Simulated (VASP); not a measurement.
## MgCdSe: single point with PBE

MgCdSe:

```xyz
3
Lattice="3.7110 0.0000 0.0000 0.0000 3.7110 0.0000 0.0000 0.0000 6.4505" Properties=species:S:1:pos:R:3 pbc="T T T"
Mg    0.0000    0.0000    0.0000
Cd    0.0000    0.0000    3.2253
Se    1.8555    1.8555    0.0000
```

```
Program                : VASP 6.6.1
Task                   : single point
Functional             : PBE
Potentials or basis    : VASP PAW PBE potentials, release 64 (Mg, Cd, Se)
Cutoff                 : 520 eV
k mesh                 : 10 × 10 × 6
Occupations            : gaussian, width 0.01 eV
Spin                   : no spin polarisation
Dipole correction      : no
Further INCAR settings : ALGO = Normal; EDIFF = 1e-06; NBANDS = 17
```

| Item | Value |
| --- | --- |
| Pressure | 0.0 GPa |
| Band gap on the k mesh | 0.17 eV, indirect (least direct gap 0.24 eV) |

Levels at points of the mesh, in eV from the valence-band top:
```
           k point  band 7  band 8  band 9  band 10  band 11  band 12  band 13  band 14
(0.00, 0.00, 0.00)   -3.55   -2.94   -1.25    -1.25     2.44     3.36     4.76     7.50
(0.50, 0.00, 0.00)   -5.07   -1.55   -1.18    -0.76     0.84     1.06     5.05     6.23
(0.50, 0.50, 0.00)   -3.90   -3.90   -0.82    -0.75     2.76     2.76     2.80     2.90
(0.00, 0.00, 0.50)   -4.44   -1.23   -1.23    -0.66     0.17     4.49     4.78     6.78
(0.50, 0.00, 0.50)   -5.01   -1.99   -1.96    -0.76     2.07     3.08     4.52     5.25
(0.50, 0.50, 0.50)   -3.84   -3.84   -0.86     0.00     0.24     2.03     2.03     7.03
```

Run time: 36 s on 1 thread of Intel(R) Xeon(R) 6975P-C (Granite Rapids), with other jobs on the host, peak memory 0.29 GiB.

A k mesh can miss the band edges.
